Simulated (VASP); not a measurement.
# BAs (r.b) (F-43m) in VASP: further runs

Runs on BAs (r.b). Level: r2SCAN+rVV10. Tasks: single point.

All numbers are computed with VASP 6.6.1; they aren't measurements. Logs are shortened: lines on timing, memory, paths and dates and some standing lists are left out, and cuts for length are marked.

## 1. The cell of the first run

Symmetry: F-43m, No. 216, cubic system. Conventional cell: a = 4.770 Å, b = 4.770 Å, c = 4.770 Å, α = 90.00°, β = 90.00°, γ = 90.00°. B (site symmetry -43m) has 4 As at 2.07 Å within 2.7 Å. Within 2.7 Å of As (site symmetry -43m) lie 4 B at 2.07 Å.

## 2. Single point, r2SCAN+rVV10

File POSCAR:

```
BAs
1.0
    0.0000000000      2.3850000000      2.3850000000
    2.3850000000      0.0000000000      2.3850000000
    2.3850000000      2.3850000000      0.0000000000
B As
1 1
Direct
    0.0000000000      0.0000000000      0.0000000000
    0.2500000000      0.2500000000      0.2500000000
```

File INCAR.step1:

```
PREC = Accurate ; ENCUT = 550
ISMEAR = 0 ; SIGMA = 0.1
LREAL = False ; LASPH = True
NELM = 120 ; NBANDS = 11
GGA = PE ; ALGO = Normal
EDIFF = 1E-5 ; LWAVE = True
LCHARG = False ; GGA_COMPAT = False
```

File INCAR.step2:

```
PREC = Accurate ; ENCUT = 550
EDIFF = 1E-6 ; ISMEAR = 0
SIGMA = 0.1 ; LREAL = False
LASPH = True ; NELM = 120
ALGO = Normal ; ISIF = 2
LWAVE = False ; LCHARG = False
METAGGA = R2SCAN ; LMIXTAU = True
LUSE_VDW = True ; IVDW_NL = 2
BPARAM = 11.95 ; CPARAM = 0.0093
NBANDS = 11 ; ISTART = 1
GGA_COMPAT = False
```

File KPOINTS:

```
regular mesh
0
Gamma
  6 6 6
```

Potentials or basis: VASP PAW PBE potentials, release 64 (B, As).

On the command line:

```
cat potpaw_PBE.64/B/POTCAR potpaw_PBE.64/As/POTCAR > POTCAR
cp INCAR.step1 INCAR
mpirun -np 1 vasp_std > vasp.out
cp INCAR.step2 INCAR
mpirun -np 1 vasp_std > vasp.out
```

OUTCAR:

```text
PREC = Accurate
   ENCUT = 550
   EDIFF = 1E-6
   ISMEAR = 0
   LREAL = False
   LASPH = True
   NELM = 120
   ISIF = 2
   METAGGA = R2SCAN
   IVDW_NL = 2
   BPARAM = 11.95
   ISTART = 1

 ion  position               nearest neighbor table
   1  0.000  0.000  0.000-   2 2.07   2 2.07   2 2.07   2 2.07
   2  0.250  0.250  0.250-   1 2.07   1 2.07   1 2.07   1 2.07

  LATTYP: Found a face centered cubic cell.
 ALAT       =     4.7700000000

  Lattice vectors:

 A1 = (   0.0000000000,   2.3850000000,   2.3850000000)
 A2 = (   2.3850000000,   0.0000000000,   2.3850000000)
 A3 = (   2.3850000000,   2.3850000000,   0.0000000000)

Analysis of symmetry for initial positions (statically):
=====================================================================
 Subroutine PRICEL returns:
 Original cell was already a primitive cell.

 Routine SETGRP: Setting up the symmetry group for a
 face centered cubic supercell.

 Subroutine GETGRP returns: Found 24 space group operations
 (whereof 24 operations were pure point group operations)
 out of a pool of 48 trial point group operations.

The static configuration has the point symmetry T_d .

Analysis of symmetry for dynamics (positions and initial velocities):
=====================================================================
 Subroutine PRICEL returns:
 Original cell was already a primitive cell.

 Routine SETGRP: Setting up the symmetry group for a
 face centered cubic supercell.

 Subroutine GETGRP returns: Found 24 space group operations
 (whereof 24 operations were pure point group operations)
 out of a pool of 48 trial point group operations.

The dynamic configuration has the point symmetry T_d .

 Subroutine INISYM returns: Found 24 space group operations
 (whereof 24 operations are pure point group operations),
 and found     1 'primitive' translations

----------------------------------------------------------------------------------------

                                     Primitive cell

  volume of cell :      27.1328

  direct lattice vectors                    reciprocal lattice vectors
     0.000000000  2.385000000  2.385000000    -0.209643606  0.209643606  0.209643606
     2.385000000  0.000000000  2.385000000     0.209643606 -0.209643606  0.209643606
     2.385000000  2.385000000  0.000000000     0.209643606  0.209643606 -0.209643606

  length of vectors
     3.372899346  3.372899346  3.372899346     0.363113377  0.363113377  0.363113377

  position of ions in fractional coordinates (direct lattice)
     0.000000000  0.000000000  0.000000000
     0.250000000  0.250000000  0.250000000

  ion indices of the primitive-cell ions
   primitive index   ion index
                 1           1
                 2           2

----------------------------------------------------------------------------------------

 KPOINTS: regular mesh

Automatic generation of k-mesh.
 Grid dimensions read from file:
 generate k-points for:    6    6    6

 Generating k-lattice:

  Cartesian coordinates                     Fractional coordinates (reciprocal lattice)
    -0.034940601  0.034940601  0.034940601     0.166666667  0.000000000  0.000000000
     0.034940601 -0.034940601  0.034940601     0.000000000  0.166666667  0.000000000
     0.034940601  0.034940601 -0.034940601     0.000000000  0.000000000  0.166666667

  Length of vectors
     0.060518896  0.060518896  0.060518896

  Shift w.r.t. Gamma in fractional coordinates (k-lattice)
     0.000000000  0.000000000  0.000000000

 Subroutine IBZKPT returns following result:
 ===========================================

 Found     16 irreducible k-points:

 Following reciprocal coordinates:
            Coordinates               Weight
  0.000000  0.000000  0.000000      1.000000
  0.166667  0.000000  0.000000      8.000000
  0.333333  0.000000  0.000000      8.000000
  0.500000  0.000000  0.000000      4.000000
  0.166667  0.166667  0.000000      6.000000
  0.333333  0.166667  0.000000     24.000000
[... 8 lines left out ...]
 -0.333333  0.333333  0.166667     24.000000
 -0.333333  0.500000  0.166667     12.000000
   k-points           NKPTS =     16   k-points in BZ     NKDIM =     16   number of bands    NBANDS=     11
   number of dos      NEDOS =    301   number of ions     NIONS =      2
   total plane-waves  NPLWV =  21952
   dimension x,y,z NGX =    28 NGY =   28 NGZ =   28
   dimension x,y,z NGXF=    56 NGYF=   56 NGZF=   56
   ions per type =               1   1
   NGX,Y,Z   is equivalent  to a cutoff of  13.80, 13.80, 13.80 a.u.
   NGXF,Y,Z  is equivalent  to a cutoff of  27.60, 27.60, 27.60 a.u.
 SYSTEM =  unknown system
   PREC   = accura    normal or accurate (medium, high low for compatibility)
   ISTART =      1    job   : 0-new  1-cont  2-samecut
   ICHARG =      0    charge: 1-file 2-atom 10-const
   ISPIN  =      1    spin polarized calculation?
   LNONCOLLINEAR =      F non collinear calculations
   LSORBIT =      F    spin-orbit coupling
   LASPH  =      T    aspherical Exc in radial PAW
   ENCUT  =  550.0 eV  40.42 Ry    6.36 a.u.   6.45  6.45  6.45*2*pi/ulx,y,z
   NELM   =    120;   NELMIN=  2; NELMDL=  0     # of ELM steps
   EDIFF  = 0.1E-05   stopping-criterion for ELM
   LREAL  =      F    real-space projection
   EDIFFG = 0.1E-04   stopping-criterion for IOM
   NSW    =      0    number of steps for IOM
   IBRION =     -1    ionic relax: 0-MD 1-quasi-New 2-CG
   NFREE  =      0    steps in history (QN), initial steepest desc. (CG)
   ISIF   =      2    stress and relaxation
   ISYM   =      2    0-nonsym 1-usesym 2-fastsym
   POTIM  = 0.5000    time-step for ionic-motion
   TEBEG  =    0.0;   TEEND  =   0.0 temperature during run
   PSTRESS=    0.0 pullay stress
   NELECT =       8.0000    total number of electrons
   NUPDOWN=      -1.0000    fix difference up-down
   EMIN   =  10.00;   EMAX   =-10.00  energy-range for DOS
   EFERMI =   0.00;   METHOD = LEGACY
   ISMEAR =     0;   SIGMA  =   0.10  broadening in eV -4-tet -1-fermi 0-gaus
   EFERMI_NEDOS =   21; number of points for ismear=-14 and -15
   IALGO  =     38    algorithm
   IMIX   =      4    mixing-type and parameters
     AMIX     =   0.40;   BMIX     =  1.00
     AMIX_MAG =   1.60;   BMIX_MAG =  1.00
  volume/ion in A,a.u.               =      13.57        91.55
  Fermi-wavevector in a.u.,A,eV,Ry     =   1.089615  2.059074 16.153667  1.187261
  Thomas-Fermi vector in A             =   2.225822
   LORBIT       =      0    0 simple, 1 ext, 2 COOP (PROOUT), +10 PAW based schemes
   METAGGA = R2SCAN    functional components
   LHFCALC =     F    Hartree Fock is set to
   AEXX    =    0.0000 exact exchange contribution
   IVDW_NL    =     2    kernel type
   BPARAM     =11.9500
   IVDW    =     0    specifies the selected vdW correction
   LEPSILON=     F    determine dielectric tensor
   LRPA    =     F    only Hartree local field effects (RPA)
 non-spin polarized calculation
 Gauss-broadening in eV      SIGMA  =   0.10
  energy-cutoff  :      550.00
  volume of cell :       27.13
 maximum number of plane-waves:       821
 NGX is ok and might be reduce to    28
   NGX = 13   NGY = 13   NGZ = 13

 number of electron       8.0000000 magnetization

 Free energy of the ion-electron system (eV)
  ---------------------------------------------------
  ext. energy  EPLUGINS =         0.00000000
  ---------------------------------------------------
  free energy    TOTEN  =       -22.12057677 eV

  energy without entropy =      -22.12057677  energy(sigma->0) =      -22.12057677

 E-fermi :   6.5445     XC(G=0): -11.1875

 val. band max:        6.0796314306   @ k =   0.0000   0.0000   0.0000
 cond. band min:       7.5060265282   @ k =   0.3333   0.3333   0.0000
 fundamental gap:      1.4263950976
 Fermi energy:         6.5445412557

 k-point     1 :       0.0000    0.0000    0.0000
  band No.  band energies     occupation
      1     -10.1322      2.00000
      2       6.0796      2.00000
      3       6.0796      2.00000
      4       6.0796      2.00000
      5       9.5203      0.00000
      6       9.5203      0.00000
      7       9.5203      0.00000
      8      11.2874      0.00000
      9      16.3913      0.00000
     10      19.5219      0.00000
     11      19.5219      0.00000

 k-point     2 :       0.1667    0.0000    0.0000
  band No.  band energies     occupation
      1      -9.6538      2.00000
      2       2.9533      2.00000
      3       5.3483      2.00000
      4       5.3483      2.00000
      5       9.6751      0.00000
      6      10.4724      0.00000
      7      10.4724      0.00000
      8      13.2979      0.00000
      9      17.8478      0.00000
     10      17.8796      0.00000
     11      17.8796      0.00000

 k-point     3 :       0.3333    0.0000    0.0000
  band No.  band energies     occupation
      1      -8.3136      2.00000
      2      -1.0420      2.00000
      3       4.4574      2.00000
      4       4.4574      2.00000
      5       9.2413      0.00000
      6      11.1777      0.00000
      7      11.1777      0.00000
      8      15.4524      0.00000
      9      18.3226      0.00000
     10      18.6979      0.00000
     11      18.6979      0.00000
[... 155 lines left out ...]
 k-point    15 :      -0.3333    0.3333    0.1667
  band No.  band energies     occupation
      1      -6.0495      2.00000
      2      -2.4834      2.00000
      3       0.3640      2.00000
      4       1.9875      2.00000
      5      10.7694      0.00000
      6      11.6469      0.00000
      7      14.1246      0.00000
      8      15.4731      0.00000
      9      16.9573      0.00000
     10      21.3903      0.00000
     11      23.3959      0.00000

 k-point    16 :      -0.3333    0.5000    0.1667
  band No.  band energies     occupation
      1      -5.5127      2.00000
      2      -2.6934      2.00000
      3       0.6385      2.00000
      4       0.8422      2.00000
      5      10.1262      0.00000
      6      10.3956      0.00000
      7      15.2778      0.00000
      8      15.5735      0.00000
      9      19.2630      0.00000
     10      22.6684      0.00000
     11      22.8126      0.00000

------------------------ aborting loop because EDIFF is reached ----------------------------------------

  FORCE on cell =-STRESS in cart. coord.  units (eV):
  Direction    XX          YY          ZZ          XY          YZ          ZX
  --------------------------------------------------------------------------------------
  -------------------------------------------------------------------------------------
  Total        0.1564053      0.1564053      0.1564053      0.0000000     -0.0000000      0.0000000
  in kB        9.2356390      9.2356390      9.2356390      0.0000000     -0.0000000      0.0000000
  external PRESSURE =       9.2356390 kB  Pullay stress =       0.0000000 kB

 VOLUME and BASIS-vectors are now :
 -----------------------------------------------------------------------------
  energy-cutoff  :      550.00
  volume of cell :       27.13
      direct lattice vectors                 reciprocal lattice vectors
     0.000000000  2.385000000  2.385000000    -0.209643606  0.209643606  0.209643606
     2.385000000  0.000000000  2.385000000     0.209643606 -0.209643606  0.209643606
     2.385000000  2.385000000  0.000000000     0.209643606  0.209643606 -0.209643606

 POSITION                                       TOTAL-FORCE (eV/Angst)
 -----------------------------------------------------------------------------------
      0.00000      0.00000      0.00000        -0.000000     -0.000000     -0.000000
      1.19250      1.19250      1.19250         0.000000      0.000000      0.000000
 -----------------------------------------------------------------------------------
    total drift:                               -0.000000     -0.000000     -0.000000

  FREE ENERGIE OF THE ION-ELECTRON SYSTEM (eV)
  ---------------------------------------------------
  free  energy   TOTEN  =       -22.1205767688 eV

  energy  without entropy=      -22.1205767688  energy(sigma->0) =      -22.12057677
```

Wall time 1.7 min (1 thread of Intel Xeon 8259CL, shared host); peak memory 0.26 GiB.

What came out:

* Free energy: -22.1206 eV
* Pressure: 0.9 GPa
* Band gap on the k mesh: 1.43 eV, indirect (least direct gap 3.44 eV)

Caveat: the PAW data sets were made with another functional, which shifts forces and pressure a little.

## 3. Single point, r2SCAN+rVV10

This run uses another cell than the first one, of 13.59 Å³/atom, 1.002 times its volume.

File POSCAR:

```
BAs
1.0
    0.0000000000      2.3865985715      2.3865985715
    2.3865985715      0.0000000000      2.3865985715
    2.3865985715      2.3865985715      0.0000000000
B As
1 1
Direct
    0.0000000000      0.0000000000      0.0000000000
    0.2500000000      0.2500000000      0.2500000000
```

File INCAR.step1:

```
SYSTEM = BAs
  ALGO = Normal
  EDIFF = 1E-5
  ENCUT = 550
  GGA = PE
  GGA_COMPAT = .FALSE.
  ISMEAR = 0
  LASPH = .TRUE.
  LCHARG = .FALSE.
  LREAL = .FALSE.
  LWAVE = .TRUE.
  NBANDS = 11
  NELM = 120
  PREC = Accurate
  SIGMA = 0.02
```

File INCAR.step2:

```
SYSTEM = BAs
  ALGO = Normal
  BPARAM = 11.95
  CPARAM = 0.0093
  EDIFF = 1E-6
  ENCUT = 550
  GGA_COMPAT = .FALSE.
  ISIF = 2
  ISMEAR = 0
  ISTART = 1
  IVDW_NL = 2
  LASPH = .TRUE.
  LCHARG = .FALSE.
  LMIXTAU = .TRUE.
  LREAL = .FALSE.
  LUSE_VDW = .TRUE.
  LWAVE = .FALSE.
  METAGGA = R2SCAN
  NBANDS = 11
  NELM = 120
  PREC = Accurate
  SIGMA = 0.02
```

File KPOINTS:

```
k-points
0
G
  10 10 10
  0 0 0
```

Potentials or basis: VASP PAW PBE potentials, release 64 (B, As).

On the command line:

```
cat potpaw_PBE.64/B/POTCAR potpaw_PBE.64/As/POTCAR > POTCAR
cp INCAR.step1 INCAR
mpirun -np 1 vasp_std > vasp.out
cp INCAR.step2 INCAR
mpirun -np 1 vasp_std > vasp.out
```

OUTCAR:

```text
SYSTEM = BAs
   BPARAM = 11.95
   EDIFF = 1E-6
   ENCUT = 550
   ISIF = 2
   ISMEAR = 0
   ISTART = 1
   IVDW_NL = 2
   LASPH = .TRUE.
   LREAL = .FALSE.
   METAGGA = R2SCAN
   NELM = 120
   PREC = Accurate

 ion  position               nearest neighbor table
   1  0.000  0.000  0.000-   2 2.07   2 2.07   2 2.07   2 2.07
   2  0.250  0.250  0.250-   1 2.07   1 2.07   1 2.07   1 2.07

  LATTYP: Found a face centered cubic cell.
 ALAT       =     4.7731971430

  Lattice vectors:

 A1 = (   0.0000000000,   2.3865985715,   2.3865985715)
 A2 = (   2.3865985715,   0.0000000000,   2.3865985715)
 A3 = (   2.3865985715,   2.3865985715,   0.0000000000)

Analysis of symmetry for initial positions (statically):
=====================================================================
 Subroutine PRICEL returns:
 Original cell was already a primitive cell.

 Routine SETGRP: Setting up the symmetry group for a
 face centered cubic supercell.

 Subroutine GETGRP returns: Found 24 space group operations
 (whereof 24 operations were pure point group operations)
 out of a pool of 48 trial point group operations.

The static configuration has the point symmetry T_d .

[... 166 lines left out ...]
 cond. band min:       7.3834517887   @ k =   0.4000   0.4000   0.0000
 fundamental gap:      1.3317597830
 Fermi energy:         6.1363731430

 k-point     1 :       0.0000    0.0000    0.0000
  band No.  band energies     occupation
      1     -10.1400      2.00000
      2       6.0517      2.00000
      3       6.0517      2.00000
      4       6.0517      2.00000
      5       9.4919      0.00000
      6       9.4919      0.00000
      7       9.4919      0.00000
      8      11.2316      0.00000
      9      16.3578      0.00000
     10      19.4898      0.00000
     11      19.4898      0.00000
[... 309 lines left out ...]
 k-point    24 :       0.4000    0.3000    0.0000
  band No.  band energies     occupation
      1      -7.3411      2.00000
      2      -0.7882      2.00000
      3       1.8467      2.00000
      4       2.3510      2.00000
      5       7.9244      0.00000
      6       9.7253      0.00000
      7      15.4768      0.00000
      8      15.7073      0.00000
      9      19.0044      0.00000
     10      22.6383      0.00000
     11      22.8214      0.00000

 [... further k-points ...]
[... 5 lines left out ...]
  --------------------------------------------------------------------------------------
  -------------------------------------------------------------------------------------
  Total        0.0995151      0.0995151      0.0995151      0.0000000      0.0000000      0.0000000
  in kB        5.8645066      5.8645066      5.8645066      0.0000000      0.0000000      0.0000000
  external PRESSURE =       5.8645066 kB  Pullay stress =       0.0000000 kB

 VOLUME and BASIS-vectors are now :
 -----------------------------------------------------------------------------
  energy-cutoff  :      550.00
  volume of cell :       27.19
      direct lattice vectors                 reciprocal lattice vectors
     0.000000000  2.386598571  2.386598571    -0.209503184  0.209503184  0.209503184
     2.386598571  0.000000000  2.386598571     0.209503184 -0.209503184  0.209503184
     2.386598571  2.386598571  0.000000000     0.209503184  0.209503184 -0.209503184

 POSITION                                       TOTAL-FORCE (eV/Angst)
 -----------------------------------------------------------------------------------
      0.00000      0.00000      0.00000        -0.000000     -0.000000     -0.000000
      1.19330      1.19330      1.19330         0.000000      0.000000      0.000000
 -----------------------------------------------------------------------------------
    total drift:                               -0.000000     -0.000000     -0.000000

  FREE ENERGIE OF THE ION-ELECTRON SYSTEM (eV)
  ---------------------------------------------------
  free  energy   TOTEN  =       -22.1396198166 eV

  energy  without entropy=      -22.1396198166  energy(sigma->0) =      -22.13961982
```

OUTCAR.step1:

```text
SYSTEM = BAs
   EDIFF = 1E-5
   ENCUT = 550
   GGA = PE
   ISMEAR = 0
   LASPH = .TRUE.
   LREAL = .FALSE.
[... 557 lines left out ...]
      0.00000      0.00000      0.00000        -0.000000     -0.000000     -0.000000
      1.19330      1.19330      1.19330         0.000000      0.000000      0.000000
 -----------------------------------------------------------------------------------
    total drift:                               -0.000000     -0.000000     -0.000000

  FREE ENERGIE OF THE ION-ELECTRON SYSTEM (eV)
  ---------------------------------------------------
  free  energy   TOTEN  =       -11.4052901779 eV

  energy  without entropy=      -11.4052901779  energy(sigma->0) =      -11.40529018
```

OSZICAR.step1:

```text
N       E                     dE             d eps       ncg     rms          rms(c)
DAV:   1     0.139990428427E+02    0.13999E+02   -0.39766E+03  1034   0.677E+02
DAV:   2    -0.112603364551E+02   -0.25259E+02   -0.24039E+02  1398   0.108E+02
DAV:   3    -0.120470752333E+02   -0.78674E+00   -0.78471E+00  1293   0.181E+01
DAV:   4    -0.120493304269E+02   -0.22552E-02   -0.22551E-02  1139   0.107E+00
DAV:   5    -0.120493337287E+02   -0.33018E-05   -0.33018E-05  1254   0.452E-02    0.495E+00
DAV:   6    -0.114717787996E+02    0.57755E+00   -0.15897E+00  1106   0.514E+00    0.241E+00
DAV:   7    -0.114116519737E+02    0.60127E-01   -0.19563E-01  1202   0.217E+00    0.987E-01
DAV:   8    -0.114048254715E+02    0.68265E-02   -0.20264E-02  1166   0.812E-01    0.984E-02
DAV:   9    -0.114051295357E+02   -0.30406E-03   -0.76167E-04  1178   0.160E-01    0.588E-02
DAV:  10    -0.114052843504E+02   -0.15481E-03   -0.19092E-04  1108   0.844E-02    0.122E-02
DAV:  11    -0.114052901779E+02   -0.58275E-05   -0.52951E-06  1172   0.155E-02
   1 F= -.11405290E+02 E0= -.11405290E+02  d E =-.215263E-17
```

Wall time 3.3 min (1 thread of Intel Xeon 8259CL, shared host); peak memory 0.27 GiB.

What came out:

| Item | Value |
| --- | --- |
| Free energy | -22.1396 eV |
| Pressure | 0.6 GPa |
| Band gap on the k mesh | 1.33 eV, indirect (least direct gap 3.44 eV) |

Caveat: the PAW data sets were made with another functional, which shifts forces and pressure a little. r2SCAN opens gaps a little over a GGA but as a rule still falls short of measured ones.
